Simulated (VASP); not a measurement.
Write the native input for VASP 6.6.1 that does the following.

* Task: single point
* Functional: PBE
* Potentials or basis: VASP PAW PBE potentials, release 64 (B, N)
* Cutoff: 600 eV
* k mesh: 10 × 10 × 5
* Occupations: gaussian, width 0.01 eV
* Spin: no spin polarisation
* Dipole correction: no
* Further INCAR settings: ALGO = Normal; EDIFF = 1e-06; NBANDS = 16

The structure of BN lies in POSCAR:

```
BN
1.0
    2.5360000000      0.0000000000      0.0000000000
   -1.2680000000      2.1962404240      0.0000000000
    0.0000000000      0.0000000000      4.1990000000
B N
2 2
Direct
    0.6666666667      0.3333333333      0.0000000000
    0.3333333333      0.6666666667      0.5000000000
    0.6666666667      0.3333333333      0.3750000000
    0.3333333333      0.6666666667      0.8750000000
```

These files were run (other wordings do the same):

INCAR

```
  PREC = Accurate
  ENCUT = 600
  EDIFF = 1E-6
  ISMEAR = 0
  SIGMA = 0.01
  LREAL = F
  LASPH = T
  NELM = 120
  ALGO = Normal
  ISIF = 2
  LWAVE = F
  LCHARG = F
  GGA = PE
  NBANDS = 16
  GGA_COMPAT = F
```

KPOINTS

```
regular mesh
0
Gamma
  10 10 5
```

Potentials or basis: VASP PAW PBE potentials, release 64 (B, N).

Command:

```console
$ cat potpaw_PBE.64/B/POTCAR potpaw_PBE.64/N/POTCAR > POTCAR
$ mpirun -np 1 vasp_std > vasp.out
```

Results of the run:

```yaml
Pressure: 8.0 GPa
Largest_force: 0.058 eV/Å
Band_gap_on_the_k_mesh: 5.40 eV, indirect (least direct gap 8.35 eV)
```

It took 18 s on 1 thread of Intel(R) Xeon(R) Platinum 8488C (Sapphire Rapids) (shared host), peak memory 0.14 GiB.
